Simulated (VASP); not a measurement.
# TiAl (Pm-3m) in VASP: notebook

Aim: see how the results for TiAl move with the level of theory and the settings. Levels: PBE, PBE+D3(BJ), PBE+D4. Tasks: single point, relaxation of cell and atoms.

Program: VASP 6.6.1. These are calculated values, not measurements. Logs are shortened: lines on timing, memory, paths and dates and some standing lists are left out, and cuts for length are marked.

**1. The cell of the first run**

It takes space group Pm-3m (No. 221, cubic). The conventional cell has a = 3.179 Å, b = 3.179 Å, c = 3.179 Å, α = 90.00°, β = 90.00°, γ = 90.00°. Ti (site symmetry m-3m) has 8 Al at 2.75 Å and 6 Ti at 3.18 Å within 3.6 Å. Within 3.6 Å of Al (site symmetry m-3m) lie 8 Ti at 2.75 Å and 6 Al at 3.18 Å.

**2. Single point, PBE**

Contents of INCAR:

```
PREC = Accurate
ENCUT = 520
EDIFF = 1E-7
ISMEAR = 0
SIGMA = 0.025
LREAL = False
LASPH = True
NELM = 100
ALGO = Normal
ISIF = 2
LWAVE = False
LCHARG = False
GGA = PE
NBANDS = 14
```

Contents of KPOINTS:

```
Automatic mesh
0
Gamma
  8 8 8
```

Contents of POSCAR:

```
TiAl
1.0
    3.1790640000      0.0000000000      0.0000000000
    0.0000000000      3.1790640000      0.0000000000
    0.0000000000      0.0000000000      3.1790640000
Ti Al
1 1
Direct
    0.0000000000      0.0000000000      0.0000000000
    0.5000000000      0.5000000000      0.5000000000
```

Potentials or basis: VASP PAW PBE potentials, release 64 (Ti_sv, Al).

The run is started by

```sh
$ cat potpaw_PBE.64/Ti_sv/POTCAR potpaw_PBE.64/Al/POTCAR > POTCAR
$ mpirun -np 1 vasp_std > vasp.out
```

OUTCAR:

```text
PREC = Accurate
   ENCUT = 520
   EDIFF = 1E-7
   ISMEAR = 0
   LREAL = False
   LASPH = True
   NELM = 100
   ISIF = 2
   GGA = PE

 ion  position               nearest neighbor table
   1  0.000  0.000  0.000-   2 2.75   2 2.75   2 2.75   2 2.75   2 2.75   2 2.75   2 2.75   2 2.75

   2  0.500  0.500  0.500-   1 2.75   1 2.75   1 2.75   1 2.75   1 2.75   1 2.75   1 2.75   1 2.75

  LATTYP: Found a simple cubic cell.
 ALAT       =     3.1790640000

  Lattice vectors:

 A1 = (   3.1790640000,   0.0000000000,   0.0000000000)
 A2 = (   0.0000000000,   3.1790640000,   0.0000000000)
 A3 = (   0.0000000000,   0.0000000000,   3.1790640000)

Analysis of symmetry for initial positions (statically):
=====================================================================
 Subroutine PRICEL returns:
 Original cell was already a primitive cell.

 Routine SETGRP: Setting up the symmetry group for a
 simple cubic supercell.

 Subroutine GETGRP returns: Found 48 space group operations
 (whereof 48 operations were pure point group operations)
 out of a pool of 48 trial point group operations.

The static configuration has the point symmetry O_h .

Analysis of symmetry for dynamics (positions and initial velocities):
=====================================================================
 Subroutine PRICEL returns:
 Original cell was already a primitive cell.

 Routine SETGRP: Setting up the symmetry group for a
 simple cubic supercell.

 Subroutine GETGRP returns: Found 48 space group operations
 (whereof 48 operations were pure point group operations)
 out of a pool of 48 trial point group operations.

The dynamic configuration has the point symmetry O_h .

 Subroutine INISYM returns: Found 48 space group operations
 (whereof 48 operations are pure point group operations),
 and found     1 'primitive' translations

----------------------------------------------------------------------------------------

                                     Primitive cell

  volume of cell :      32.1290

  direct lattice vectors                    reciprocal lattice vectors
     3.179064000  0.000000000  0.000000000     0.314557996  0.000000000  0.000000000
     0.000000000  3.179064000  0.000000000     0.000000000  0.314557996  0.000000000
     0.000000000  0.000000000  3.179064000     0.000000000  0.000000000  0.314557996

  length of vectors
     3.179064000  3.179064000  3.179064000     0.314557996  0.314557996  0.314557996

  position of ions in fractional coordinates (direct lattice)
     0.000000000  0.000000000  0.000000000
     0.500000000  0.500000000  0.500000000

  ion indices of the primitive-cell ions
   primitive index   ion index
                 1           1
                 2           2

----------------------------------------------------------------------------------------

 KPOINTS: Automatic mesh

Automatic generation of k-mesh.
 Grid dimensions read from file:
 generate k-points for:    8    8    8

 Generating k-lattice:

  Cartesian coordinates                     Fractional coordinates (reciprocal lattice)
     0.039319749  0.000000000  0.000000000     0.125000000  0.000000000  0.000000000
     0.000000000  0.039319749  0.000000000     0.000000000  0.125000000  0.000000000
     0.000000000  0.000000000  0.039319749     0.000000000  0.000000000  0.125000000

  Length of vectors
     0.039319749  0.039319749  0.039319749

  Shift w.r.t. Gamma in fractional coordinates (k-lattice)
     0.000000000  0.000000000  0.000000000

 Subroutine IBZKPT returns following result:
 ===========================================

 Found     35 irreducible k-points:

 Following reciprocal coordinates:
            Coordinates               Weight
  0.000000  0.000000  0.000000      1.000000
  0.125000  0.000000  0.000000      6.000000
  0.250000  0.000000  0.000000      6.000000
  0.375000  0.000000  0.000000      6.000000
  0.500000  0.000000  0.000000      3.000000
  0.125000  0.125000  0.000000     12.000000
[... 16 lines left out ...]
  0.375000  0.375000  0.125000     24.000000
  0.500000  0.375000  0.125000     24.000000
 [... further k-points ...]
   k-points           NKPTS =     35   k-points in BZ     NKDIM =     35   number of bands    NBANDS=     14
   number of dos      NEDOS =    301   number of ions     NIONS =      2
   total plane-waves  NPLWV =  13824
   dimension x,y,z NGX =    24 NGY =   24 NGZ =   24
   dimension x,y,z NGXF=    48 NGYF=   48 NGZF=   48
   ions per type =               1   1
   NGX,Y,Z   is equivalent  to a cutoff of  12.55, 12.55, 12.55 a.u.
   NGXF,Y,Z  is equivalent  to a cutoff of  25.10, 25.10, 25.10 a.u.
 SYSTEM =  unknown system
   PREC   = accura    normal or accurate (medium, high low for compatibility)
   ISTART =      0    job   : 0-new  1-cont  2-samecut
   ICHARG =      2    charge: 1-file 2-atom 10-const
   ISPIN  =      1    spin polarized calculation?
   LNONCOLLINEAR =      F non collinear calculations
   LSORBIT =      F    spin-orbit coupling
   LASPH  =      T    aspherical Exc in radial PAW
   ENCUT  =  520.0 eV  38.22 Ry    6.18 a.u.   5.91  5.91  5.91*2*pi/ulx,y,z
   NELM   =    100;   NELMIN=  2; NELMDL= -5     # of ELM steps
   EDIFF  = 0.1E-06   stopping-criterion for ELM
   LREAL  =      F    real-space projection
   EDIFFG = 0.1E-05   stopping-criterion for IOM
   NSW    =      0    number of steps for IOM
   IBRION =     -1    ionic relax: 0-MD 1-quasi-New 2-CG
   NFREE  =      0    steps in history (QN), initial steepest desc. (CG)
   ISIF   =      2    stress and relaxation
   ISYM   =      2    0-nonsym 1-usesym 2-fastsym
   POTIM  = 0.5000    time-step for ionic-motion
   TEBEG  =    0.0;   TEEND  =   0.0 temperature during run
   PSTRESS=    0.0 pullay stress
   NELECT =      15.0000    total number of electrons
   NUPDOWN=      -1.0000    fix difference up-down
   EMIN   =  10.00;   EMAX   =-10.00  energy-range for DOS
   EFERMI =   0.00;   METHOD = LEGACY
   ISMEAR =     0;   SIGMA  =   0.03  broadening in eV -4-tet -1-fermi 0-gaus
   EFERMI_NEDOS =   21; number of points for ismear=-14 and -15
   IALGO  =     38    algorithm
   IMIX   =      4    mixing-type and parameters
     AMIX     =   0.40;   BMIX     =  1.00
     AMIX_MAG =   1.60;   BMIX_MAG =  1.00
  volume/ion in A,a.u.               =      16.06       108.41
  Fermi-wavevector in a.u.,A,eV,Ry     =   1.270007  2.399964 21.945065  1.612917
  Thomas-Fermi vector in A             =   2.403017
   LORBIT       =      0    0 simple, 1 ext, 2 COOP (PROOUT), +10 PAW based schemes
   GGA     = PE    functional components
   LHFCALC =     F    Hartree Fock is set to
   AEXX    =    0.0000 exact exchange contribution
   IVDW    =     0    specifies the selected vdW correction
   LEPSILON=     F    determine dielectric tensor
   LRPA    =     F    only Hartree local field effects (RPA)
 non-spin polarized calculation
 Gauss-broadening in eV      SIGMA  =   0.03
  energy-cutoff  :      520.00
  volume of cell :       32.13
 maximum number of plane-waves:       912
 NGX is ok and might be reduce to    24
   NGX = 11   NGY = 11   NGZ = 11

 number of electron      14.9999994 magnetization

 Free energy of the ion-electron system (eV)
  ---------------------------------------------------
  ext. energy  EPLUGINS =         0.00000000
  ---------------------------------------------------
  free energy    TOTEN  =       -12.10168064 eV

  energy without entropy =      -12.10019765  energy(sigma->0) =      -12.10093914

 E-fermi :   8.7771     XC(G=0): -11.0860

 val. band max:        8.7589014349   @ k =   0.3750   0.1250   0.1250
 cond. band min:       8.7903602128   @ k =   0.3750   0.3750   0.2500
 fundamental gap:      0.0314587779
 Fermi energy:         8.7770975345

 k-point     1 :       0.0000    0.0000    0.0000
  band No.  band energies     occupation
      1     -48.1057      2.00000
      2     -24.3081      2.00000
      3     -24.3081      2.00000
      4     -24.3081      2.00000
      5      -0.5000      2.00000
      6       7.3432      2.00000
      7       7.3432      2.00000
      8      10.5931      0.00000
      9      10.5931      0.00000
     10      10.5931      0.00000
     11      13.1889      0.00000
     12      13.1889      0.00000
     13      13.1889      0.00000
     14      17.5747      0.00000

 k-point     2 :       0.1250    0.0000    0.0000
  band No.  band energies     occupation
      1     -48.1035      2.00000
      2     -24.3334      2.00000
      3     -24.3059      2.00000
      4     -24.3059      2.00000
      5      -0.2518      2.00000
      6       7.1901      2.00000
      7       7.4535      2.00000
      8      10.2105      0.00000
      9      10.2105      0.00000
     10      10.6221      0.00000
     11      12.3332      0.00000
     12      13.7554      0.00000
     13      13.7554      0.00000
     14      17.2516      0.00000

 k-point     3 :       0.2500    0.0000    0.0000
  band No.  band energies     occupation
      1     -48.0983      2.00000
      2     -24.3941      2.00000
      3     -24.3006      2.00000
      4     -24.3006      2.00000
      5       0.4714      2.00000
      6       6.4022      2.00000
      7       7.7438      2.00000
      8       9.5729      0.00000
      9       9.5729      0.00000
     10      10.6932      0.00000
     11      11.5260      0.00000
     12      14.9678      0.00000
     13      14.9678      0.00000
     14      16.4554      0.00000
[... 324 lines left out ...]
 k-point    23 :       0.3750    0.3750    0.1250
  band No.  band energies     occupation
      1     -48.0787      2.00000
      2     -24.4328      2.00000
      3     -24.4303      2.00000
      4     -24.3057      2.00000
      5       3.2545      2.00000
      6       6.1260      2.00000
      7       6.6395      2.00000
      8       8.4718      2.00000
      9       9.4978      0.00000
     10       9.7156      0.00000
     11      11.7616      0.00000
     12      13.2655      0.00000
     13      14.6804      0.00000
     14      15.9868      0.00000

 k-point    24 :       0.5000    0.3750    0.1250
  band No.  band energies     occupation
      1     -48.0766      2.00000
      2     -24.4550      2.00000
      3     -24.4282      2.00000
      4     -24.3034      2.00000
      5       3.7208      2.00000
      6       5.7627      2.00000
      7       6.8160      2.00000
      8       8.2016      2.00000
      9       9.6819      0.00000
     10       9.7053      0.00000
     11      11.6264      0.00000
     12      13.4488      0.00000
     13      13.8801      0.00000
     14      16.1863      0.00000

 [... further k-points ...]
[... 5 lines left out ...]
  --------------------------------------------------------------------------------------
  -------------------------------------------------------------------------------------
  Total        0.1351575      0.1351575      0.1351575      0.0000000      0.0000000     -0.0000000
  in kB        6.7398916      6.7398916      6.7398916      0.0000000      0.0000000     -0.0000000
  external PRESSURE =       6.7398916 kB  Pullay stress =       0.0000000 kB

 VOLUME and BASIS-vectors are now :
 -----------------------------------------------------------------------------
  energy-cutoff  :      520.00
  volume of cell :       32.13
      direct lattice vectors                 reciprocal lattice vectors
     3.179064000  0.000000000  0.000000000     0.314557996  0.000000000  0.000000000
     0.000000000  3.179064000  0.000000000     0.000000000  0.314557996  0.000000000
     0.000000000  0.000000000  3.179064000     0.000000000  0.000000000  0.314557996

 POSITION                                       TOTAL-FORCE (eV/Angst)
 -----------------------------------------------------------------------------------
      0.00000      0.00000      0.00000         0.000000      0.000000      0.000000
      1.58953      1.58953      1.58953         0.000000      0.000000      0.000000
 -----------------------------------------------------------------------------------
    total drift:                               -0.000000      0.000000      0.000000

  FREE ENERGIE OF THE ION-ELECTRON SYSTEM (eV)
  ---------------------------------------------------
  free  energy   TOTEN  =       -12.1016806375 eV

  energy  without entropy=      -12.1001976460  energy(sigma->0) =      -12.10093914
```

Run time: 4.8 s. Hardware: 1 thread of Intel Xeon 6975P-C (Granite Rapids), shared host; peak memory 0.14 GiB.

Results:

- Free energy: -12.1017 eV
- Pressure: 0.7 GPa

Levels at points of the mesh, in eV from the Fermi level:
```tsv
k point	band 3	band 4	band 5	band 6	band 7	band 8	band 9	band 10	band 11	band 12
(0.00, 0.00, 0.00)	-33.09	-33.09	-9.28	-1.43	-1.43	1.82	1.82	1.82	4.41	4.41
(0.50, 0.00, 0.00)	-33.07	-33.07	-6.04	-5.19	-0.54	0.16	0.16	2.02	2.99	6.51
(0.50, 0.50, 0.00)	-33.23	-33.06	-5.01	-2.11	-2.11	-1.46	0.72	0.72	2.74	4.70
(0.50, 0.50, 0.50)	-33.21	-33.21	-3.09	-3.09	-3.09	0.62	2.80	2.80	2.92	2.92
```

**3. Relaxation of cell and atoms, PBE+D3(BJ)**

Contents of INCAR:

```
SYSTEM = TiAl
PREC = Accurate
ENCUT = 600
EDIFF = 1E-6
ISMEAR = -1
SIGMA = 0.05
LREAL = .FALSE.
LASPH = .TRUE.
NELM = 80
ALGO = Normal
ISIF = 3
LWAVE = .FALSE.
LCHARG = .FALSE.
GGA = PE
IVDW = 12
IBRION = 2
NSW = 60
EDIFFG = -0.01
```

Contents of KPOINTS:

```
Automatic mesh
0
G
  8 8 8
  0 0 0
```

POSCAR is that of step 2.

Potentials or basis: VASP PAW PBE potentials, release 64 (Ti_sv, Al).

The run is started by

```sh
$ cat potpaw_PBE.64/Ti_sv/POTCAR potpaw_PBE.64/Al/POTCAR > POTCAR
$ mpirun -np 1 vasp_std > vasp.out
```

Run time: 20 s. Hardware: 1 thread of Intel Xeon 6975P-C (Granite Rapids), shared host; peak memory 0.18 GiB.

It converged, with:

| Property | Result |
| --- | --- |
| Free energy | -13.1033 eV |
| Relaxed volume | 15.47 Å³/atom |
| Relaxed cell | a = 3.140 Å, b = 3.140 Å, c = 3.140 Å, α = 90.00°, β = 90.00°, γ = 90.00° |
| Space group after relaxing (to 0.05 Å) | Pm-3m (No. 221) |
| Energy gained by relaxing | 8.1 meV/atom |
| Ionic steps | 3 |
| Pressure after relaxing | 0.0 GPa |
| Dispersion energy per atom | -0.506 eV |

The path:
| step | energy change (eV) | largest force (eV/Å) | pressure (GPa) | volume (Å³) |
| --- | --- | --- | --- | --- |
| 1 | 0.0000 | 0.0000 | -4.27 | 32.13 |
| 2 | -0.0088 | 0.0000 | 3.19 | 30.18 |
| 3 | -0.0162 | 0.0000 | 0.02 | 30.94 |

Final structure:
```
CELL_PARAMETERS angstrom
3.13952 0.00000 0.00000
0.00000 3.13952 0.00000
0.00000 0.00000 3.13952
ATOMIC_POSITIONS crystal
Ti 0.00000 0.00000 0.00000
Al 0.50000 0.50000 0.50000
```

Levels at points of the mesh, in eV from the Fermi level:
```csv
k point,band 3,band 4,band 5,band 6,band 7,band 8,band 9,band 10,band 11
"(0.00, 0.00, 0.00)",-33.02,-33.02,-9.44,-1.53,-1.53,1.89,1.89,1.89,4.60
"(0.50, 0.00, 0.00)",-33.00,-33.00,-6.09,-5.30,-0.59,0.16,0.16,2.11,3.14
"(0.50, 0.50, 0.00)",-33.19,-32.99,-5.12,-2.12,-2.12,-1.52,0.73,0.73,2.87
"(0.50, 0.50, 0.50)",-33.16,-33.16,-3.21,-3.21,-3.21,0.85,2.93,2.93,3.02
```

Caveat: pairwise dispersion overbinds metals, which lowers pressure and volume.

(Part 1 of 2 ends here.)
